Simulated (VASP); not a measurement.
# C (P6_3/mmc) in VASP: single point with HSE06

Aim: the single point of C with HSE06.

Everything below comes from runs of VASP 6.6.1. Logs are shortened: lines on timing, memory, paths and dates and some standing lists are left out, and cuts for length are marked.

### Step 1. The cell of the first run

Symmetry: P6_3/mmc, No. 194, hexagonal system. Conventional cell: a = 2.498 Å, b = 2.498 Å, c = 4.223 Å, α = 90.00°, β = 90.00°, γ = 120.00°. C (site symmetry 3m) has 4 C at 1.54 to 1.58 Å within 2.0 Å.

### Step 2. Single point, HSE06

The input, POSCAR:

```
C
1.0
    2.4982678404      0.0000000000      0.0000000000
   -1.2491339202      2.1635634153      0.0000000000
    0.0000000000      0.0000000000      4.2229976408
C
4
Direct
    0.3333333333      0.6666666667     -0.0002601248
    0.6666666667      0.3333333333      0.4997398752
    0.3333333333      0.6666666667      0.3742601248
    0.6666666667      0.3333333333      0.8742601248
```

The input, INCAR.step1:

```
SYSTEM = C
PREC     = Accurate       ! precision mode
ENCUT    = 520            ! plane-wave cutoff, eV
EDIFF    = 1E-5           ! SCF threshold, eV
ISMEAR   = 0              ! smearing method
SIGMA    = 0.01           ! smearing width, eV
LREAL    = .FALSE.        ! projectors in reciprocal space
LASPH    = .TRUE.         ! aspherical terms in the spheres
NELM     = 60             ! most SCF steps
ALGO     = Normal         ! electronic algorithm
ISIF     = 2              ! what is computed and relaxed
LWAVE    = .TRUE.         ! write WAVECAR
GGA      = PE             ! functional
NBANDS   = 16             ! bands
```

The input, INCAR.step2:

```
SYSTEM = C
PREC     = Accurate       ! precision mode
ENCUT    = 520            ! plane-wave cutoff, eV
EDIFF    = 1E-7           ! SCF threshold, eV
ISMEAR   = 0              ! smearing method
SIGMA    = 0.01           ! smearing width, eV
LREAL    = .FALSE.        ! projectors in reciprocal space
LASPH    = .TRUE.         ! aspherical terms in the spheres
NELM     = 60             ! most SCF steps
ALGO     = Normal         ! electronic algorithm
ISIF     = 2              ! what is computed and relaxed
LWAVE    = .FALSE.        ! write WAVECAR
LCHARG   = .TRUE.         ! write CHGCAR
GGA      = PE             ! functional
LHFCALC  = .TRUE.         ! exact exchange
HFSCREEN = 0.2079         ! screening, 1/A
PRECFOCK = Normal       
LELF     = .TRUE.         ! ELF
LVHAR    = .TRUE.       
ISTART   = 1            
NBANDS   = 16             ! bands
```

The input, KPOINTS:

```
regular mesh
0
G
  9 9 4
  0 0 0
```

Potentials or basis: VASP PAW PBE potentials, release 64 (C).

Run with:

```console
$ cat potpaw_PBE.64/C/POTCAR > POTCAR
$ cp INCAR.step1 INCAR
$ mpirun -np 1 vasp_std > vasp.out
$ cp INCAR.step2 INCAR
$ mpirun -np 1 vasp_std > vasp.out
```

OUTCAR:

```text
SYSTEM = C
   PREC = Accurate
   ENCUT = 520
   EDIFF = 1E-7
   ISMEAR = 0
   LREAL = .FALSE.
   LASPH = .TRUE.
   NELM = 60
   ISIF = 2
   GGA = PE
   LHFCALC = .TRUE.
   HFSCREEN = 0.2079
   PRECFOCK = Normal
   ISTART = 1

 ion  position               nearest neighbor table
   1  0.333  0.667  1.000-   4 1.54   4 1.54   4 1.54   3 1.58
   2  0.667  0.333  0.500-   3 1.54   3 1.54   3 1.54   4 1.58
   3  0.333  0.667  0.374-   2 1.54   2 1.54   2 1.54   1 1.58
   4  0.667  0.333  0.874-   1 1.54   1 1.54   1 1.54   2 1.58

  LATTYP: Found a hexagonal cell.
 ALAT       =     2.4982678404
 C/A-ratio  =     1.6903702527

  Lattice vectors:

 A1 = (   2.4982678404,   0.0000000000,   0.0000000000)
 A2 = (  -1.2491339202,   2.1635634153,   0.0000000000)
 A3 = (   0.0000000000,   0.0000000000,   4.2229976408)

Analysis of symmetry for initial positions (statically):
=====================================================================
 Subroutine PRICEL returns:
 Original cell was already a primitive cell.

 Routine SETGRP: Setting up the symmetry group for a
 hexagonal supercell.

 Subroutine GETGRP returns: Found 24 space group operations
 (whereof  6 operations were pure point group operations)
 out of a pool of 24 trial point group operations.

The static configuration has the point symmetry C_3v.
 The point group associated with its full space group is D_6h.

Analysis of symmetry for dynamics (positions and initial velocities):
=====================================================================
 Subroutine PRICEL returns:
 Original cell was already a primitive cell.

 Routine SETGRP: Setting up the symmetry group for a
 hexagonal supercell.

 Subroutine GETGRP returns: Found 24 space group operations
 (whereof  6 operations were pure point group operations)
 out of a pool of 24 trial point group operations.

The dynamic configuration has the point symmetry C_3v.
 The point group associated with its full space group is D_6h.

 Subroutine INISYM returns: Found 24 space group operations
 (whereof  6 operations are pure point group operations),
 and found     1 'primitive' translations

----------------------------------------------------------------------------------------

                                     Primitive cell

  volume of cell :      22.8260

  direct lattice vectors                    reciprocal lattice vectors
     2.498267840  0.000000000  0.000000000     0.400277338  0.231100229  0.000000000
    -1.249133920  2.163563415  0.000000000     0.000000000  0.462200457  0.000000000
     0.000000000  0.000000000  4.222997641     0.000000000  0.000000000  0.236798617

  length of vectors
     2.498267840  2.498267840  4.222997641     0.462200457  0.462200457  0.236798617

  position of ions in fractional coordinates (direct lattice)
     0.333333333  0.666666667  0.999739875
     0.666666667  0.333333333  0.499739875
     0.333333333  0.666666667  0.374260125
     0.666666667  0.333333333  0.874260125

  ion indices of the primitive-cell ions
   primitive index   ion index
                 1           1
                 2           2
                 3           3
                 4           4

----------------------------------------------------------------------------------------

 KPOINTS: regular mesh

Automatic generation of k-mesh.
 Grid dimensions read from file:
 generate k-points for:    9    9    4

 Generating k-lattice:

  Cartesian coordinates                     Fractional coordinates (reciprocal lattice)
     0.044475260  0.025677803  0.000000000     0.111111111  0.000000000  0.000000000
     0.000000000  0.051355606  0.000000000     0.000000000  0.111111111  0.000000000
     0.000000000  0.000000000  0.059199654     0.000000000  0.000000000  0.250000000

  Length of vectors
     0.051355606  0.051355606  0.059199654

  Shift w.r.t. Gamma in fractional coordinates (k-lattice)
     0.000000000  0.000000000  0.000000000

 Subroutine IBZKPT returns following result:
 ===========================================

 Found     36 irreducible k-points:

 Following reciprocal coordinates:
            Coordinates               Weight
  0.000000  0.000000  0.000000      1.000000
  0.111111  0.000000  0.000000      6.000000
  0.222222  0.000000  0.000000      6.000000
  0.333333  0.000000  0.000000      6.000000
  0.444444  0.000000  0.000000      6.000000
  0.111111  0.111111  0.000000      6.000000
[... 16 lines left out ...]
  0.333333  0.222222  0.250000     24.000000
  0.333333  0.333333  0.250000      4.000000
 [... further k-points ...]
   k-points           NKPTS =     36   k-points in BZ     NKDIM =    324   number of bands    NBANDS=     16
   number of dos      NEDOS =    301   number of ions     NIONS =      4
   total plane-waves  NPLWV =  12800
   dimension x,y,z NGX =    20 NGY =   20 NGZ =   32
   dimension x,y,z NGXF=    40 NGYF=   40 NGZF=   64
   ions per type =               4
   NGX,Y,Z   is equivalent  to a cutoff of  13.31, 13.31, 12.60 a.u.
   NGXF,Y,Z  is equivalent  to a cutoff of  26.62, 26.62, 25.19 a.u.
 SYSTEM =  C
   PREC   = accura    normal or accurate (medium, high low for compatibility)
   ISTART =      1    job   : 0-new  1-cont  2-samecut
   ICHARG =      0    charge: 1-file 2-atom 10-const
   ISPIN  =      1    spin polarized calculation?
   LNONCOLLINEAR =      F non collinear calculations
   LSORBIT =      F    spin-orbit coupling
   LASPH  =      T    aspherical Exc in radial PAW
   ENCUT  =  520.0 eV  38.22 Ry    6.18 a.u.   4.65  4.65  7.85*2*pi/ulx,y,z
   NELM   =     60;   NELMIN=  2; NELMDL=  0     # of ELM steps
   EDIFF  = 0.1E-06   stopping-criterion for ELM
   LREAL  =      F    real-space projection
   EDIFFG = 0.1E-05   stopping-criterion for IOM
   NSW    =      0    number of steps for IOM
   IBRION =     -1    ionic relax: 0-MD 1-quasi-New 2-CG
   NFREE  =      0    steps in history (QN), initial steepest desc. (CG)
   ISIF   =      2    stress and relaxation
   ISYM   =      3    0-nonsym 1-usesym 2-fastsym
   POTIM  = 0.5000    time-step for ionic-motion
   TEBEG  =    0.0;   TEEND  =   0.0 temperature during run
   PSTRESS=    0.0 pullay stress
   NELECT =      16.0000    total number of electrons
   NUPDOWN=      -1.0000    fix difference up-down
   EMIN   =  10.00;   EMAX   =-10.00  energy-range for DOS
   EFERMI =   0.00;   METHOD = LEGACY
   ISMEAR =     0;   SIGMA  =   0.01  broadening in eV -4-tet -1-fermi 0-gaus
   EFERMI_NEDOS =   21; number of points for ismear=-14 and -15
   IALGO  =     38    algorithm
   IMIX   =      1    mixing-type and parameters
     AMIX     =   0.40;   BMIX     =  1.00
     AMIX_MAG =   1.60;   BMIX_MAG =  1.00
  volume/ion in A,a.u.               =       5.71        38.51
  Fermi-wavevector in a.u.,A,eV,Ry     =   1.454248  2.748129 28.774089  2.114836
  Thomas-Fermi vector in A             =   2.571420
   LORBIT       =      0    0 simple, 1 ext, 2 COOP (PROOUT), +10 PAW based schemes
   GGA     = PE    functional components
   LHFCALC =     T    Hartree Fock is set to
   PRECFOCK=normal    Normal, Fast or Accurate (Low or Medium for compatibility)
   ENCUT4O =  -1.0   cutoff for four orbital integrals eV
   NKREDX  =     1    reduce k-point grid by
   NKREDY  =     1    reduce k-point grid by
   NKREDZ  =     1    reduce k-point grid by
   AEXX    =    0.2500 exact exchange contribution
   HFSCREEN=    0.2079 screening length (either q_TF or 0.3 A-1)
   HFSCREENC=   0.2079 screening length for correlation (either q_TF or 0.3 A-1)
   ENCUTFOCK=  -1.0 apply spherical cutoff to Coloumb kernel
   IVDW    =     0    specifies the selected vdW correction
   LEPSILON=     F    determine dielectric tensor
   LRPA    =     F    only Hartree local field effects (RPA)
 non-spin polarized calculation
 Gauss-broadening in eV      SIGMA  =   0.01
  energy-cutoff  :      520.00
  volume of cell :       22.83
 maximum number of plane-waves:       632
 NGX is ok and might be reduce to    20
  NGX = 14; NGY = 14; NGZ = 24

 number of electron      16.0000000 magnetization

 Free energy of the ion-electron system (eV)
  ---------------------------------------------------
  ext. energy  EPLUGINS =         0.00000000
  ---------------------------------------------------
  free energy    TOTEN  =       -41.97188521 eV

  energy without entropy =      -41.97188521  energy(sigma->0) =      -41.97188521

 E-fermi :   9.3753     XC(G=0): -10.7954

 val. band max:        9.3064118671   @ k =   0.0000   0.0000   0.0000
 cond. band min:      13.6905605536   @ k =   0.3333   0.3333   0.0000
 fundamental gap:      4.3841486864
 Fermi energy:         9.3752942151

 k-point     1 :       0.0000    0.0000    0.0000
  band No.  band energies     occupation
      1     -14.4504      2.00000
      2      -8.7251      2.00000
      3      -5.5154      2.00000
      4       6.1466      2.00000
      5       6.1466      2.00000
      6       8.8475      2.00000
[... 8 lines left out ...]
     15      25.3431      0.00000
     16      29.0179      0.00000

 k-point     2 :       0.1111    0.0000    0.0000
  band No.  band energies     occupation
      1     -14.1162      2.00000
      2      -8.4198      2.00000
      3      -5.2013      2.00000
      4       4.5660      2.00000
      5       5.5006      2.00000
      6       7.9498      2.00000
[... 8 lines left out ...]
     15      25.7762      0.00000
     16      27.5057      0.00000

 k-point     3 :       0.2222    0.0000    0.0000
  band No.  band energies     occupation
      1     -13.1203      2.00000
      2      -7.5095      2.00000
      3      -4.3099      2.00000
      4       1.2573      2.00000
      5       4.2254      2.00000
      6       5.0639      2.00000
[... 8 lines left out ...]
     15      25.4963      0.00000
     16      26.8169      0.00000

 k-point     4 :       0.3333    0.0000    0.0000
  band No.  band energies     occupation
      1     -11.4931      2.00000
      2      -6.0168      2.00000
      3      -3.4983      2.00000
      4      -1.7179      2.00000
      5       1.8765      2.00000
      6       3.1180      2.00000
[... 8 lines left out ...]
     15      26.3769      0.00000
     16      27.5963      0.00000
[... 324 lines left out ...]
 k-point    22 :       0.2222    0.2222    0.2500
  band No.  band energies     occupation
      1     -10.1092      2.00000
      2      -6.8707      2.00000
      3      -2.6126      2.00000
      4       0.1721      2.00000
      5       0.6539      2.00000
      6       0.7445      2.00000
[... 8 lines left out ...]
     15      24.6484      0.00000
     16      26.9255      0.00000

 k-point    23 :       0.3333    0.2222    0.2500
  band No.  band energies     occupation
      1      -8.0712      2.00000
      2      -5.3899      2.00000
      3      -4.4235      2.00000
      4      -1.8878      2.00000
      5      -0.8104      2.00000
      6       1.7840      2.00000
[... 8 lines left out ...]
     15      25.8148      0.00000
     16      27.5863      0.00000

 k-point    24 :       0.3333    0.3333    0.2500
  band No.  band energies     occupation
      1      -6.2723      2.00000
      2      -6.2723      2.00000
      3      -2.9815      2.00000
      4      -2.9815      2.00000
      5      -2.2010      2.00000
      6       0.6643      2.00000
[... 8 lines left out ...]
     15      27.0628      0.00000
     16      27.0628      0.00000

 [... further k-points ...]

------------------------ aborting loop because EDIFF is reached ----------------------------------------

  FORCE on cell =-STRESS in cart. coord.  units (eV):
  Direction    XX          YY          ZZ          XY          YZ          ZX
  --------------------------------------------------------------------------------------
  -------------------------------------------------------------------------------------
  Total       -0.2714796     -0.2714796     -3.2237258      0.0000000      0.0000000     -0.0000000
  in kB      -19.0554128    -19.0554128   -226.2763751      0.0000000      0.0000000     -0.0000000
  external PRESSURE =     -88.1290669 kB  Pullay stress =       0.0000000 kB

 VOLUME and BASIS-vectors are now :
 -----------------------------------------------------------------------------
  energy-cutoff  :      520.00
  volume of cell :       22.83
      direct lattice vectors                 reciprocal lattice vectors
     2.498267840  0.000000000  0.000000000     0.400277338  0.231100229  0.000000000
    -1.249133920  2.163563415  0.000000000     0.000000000  0.462200457  0.000000000
     0.000000000  0.000000000  4.222997641     0.000000000  0.000000000  0.236798617

 POSITION                                       TOTAL-FORCE (eV/Angst)
 -----------------------------------------------------------------------------------
     -0.00000      1.44238      4.22190         0.000000     -0.000000     -0.010491
      1.24913      0.72119      2.11040        -0.000000     -0.000000     -0.010491
     -0.00000      1.44238      1.58050         0.000000      0.000000      0.010491
      1.24913      0.72119      3.69200        -0.000000     -0.000000      0.010491
 -----------------------------------------------------------------------------------
    total drift:                                0.000000     -0.000000      0.000007

  FREE ENERGIE OF THE ION-ELECTRON SYSTEM (eV)
  ---------------------------------------------------
  free  energy   TOTEN  =       -41.9718852123 eV

  energy  without entropy=      -41.9718852123  energy(sigma->0) =      -41.97188521
```

It took 36 min on 1 thread of Intel Xeon Platinum 8488C (Sapphire Rapids), shared host; peak memory 0.24 GiB.

Results:

```yaml
Free_energy: -41.9719 eV
Pressure: -8.8 GPa
Largest_force: 0.010 eV/Å
Band_gap_on_the_k_mesh: 4.38 eV (least direct gap 6.26 eV)
```

Forces on the atoms (eV/Å):
```
C    0.000  0.000 -0.010
C    0.000  0.000 -0.010
C    0.000  0.000  0.010
C    0.000  0.000  0.010
```

Stress tensor (GPa, compression positive):
```
 -1.91   0.00   0.00
  0.00  -1.91   0.00
  0.00   0.00 -22.63
```

Levels at points of the mesh, in eV from the valence-band top:
| k point | band 4 | band 5 | band 6 | band 7 | band 8 | band 9 | band 10 | band 11 | band 12 | band 13 |
| --- | --- | --- | --- | --- | --- | --- | --- | --- | --- | --- |
| (0.00, 0.00, 0.00) | -3.16 | -3.16 | -0.46 | 0.00 | 0.00 | 6.26 | 6.51 | 6.51 | 9.95 | 11.20 |
| (0.00, 0.00, 0.50) | -7.79 | -1.87 | -1.87 | -1.87 | -1.87 | 8.84 | 8.84 | 8.84 | 8.84 | 9.31 |

Caveat: the cell stands under tension; the PAW data sets were made with another functional, which shifts forces and pressure a little; an odd mesh through Γ misses points on the zone boundary, where band edges can lie.
